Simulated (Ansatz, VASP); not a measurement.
# Ga: VASP beside Ansatz

```xyz
2
Lattice="1.3922 -4.0532 0.0000 1.3922 4.0532 0.0000 -0.1182 0.0000 3.3520" Properties=species:S:1:pos:R:3 pbc="T T T"
Ga    1.3626   -2.9912    0.8380
Ga    1.3035    2.9912    2.5140
```

Change from the starting cell: volume scaled by 1.02, crystal datasets.

Alike in both runs: task electric field gradients; functional PBEsol; k mesh 14 × 14 × 11; occupations fermi-dirac, width 0.03 eV; no spin polarisation.

|  | VASP | Ansatz |
| --- | --- | --- |
| version | VASP 6.6.1 | Ansatz 0.2.0 |
| potentials or method | VASP PAW PBE potentials, release 64 (Ga_d), cutoff 520 eV | all-electron PAW with datasets made for the crystal, scalar-relativistic |

Ansatz gave:

| Quantity | Value |
| --- | --- |
| pressure (GPa) | -2.8 |
| traceless stress, the component that is largest in VASP (GPa) | -0.07 |
| rms of the force components (eV/Å) | 0.100 |
| size of Vzz on the site where it differs most (V/Å²) | 25.6 |

**Question.** Estimate VASP's values.

**Answer.** Pressure (GPa): -2.8; traceless stress, the component that is largest in VASP (GPa): -0.07; rms of the force components (eV/Å): 0.100; size of Vzz on the site where it differs most (V/Å²): 23.9.

VASP's potentials were made for PBE, not for PBEsol. Atom by atom the forces differ by 0.000 eV/Å (rms over components). Ansatz ran all-electron here, and VASP with PAW potentials.
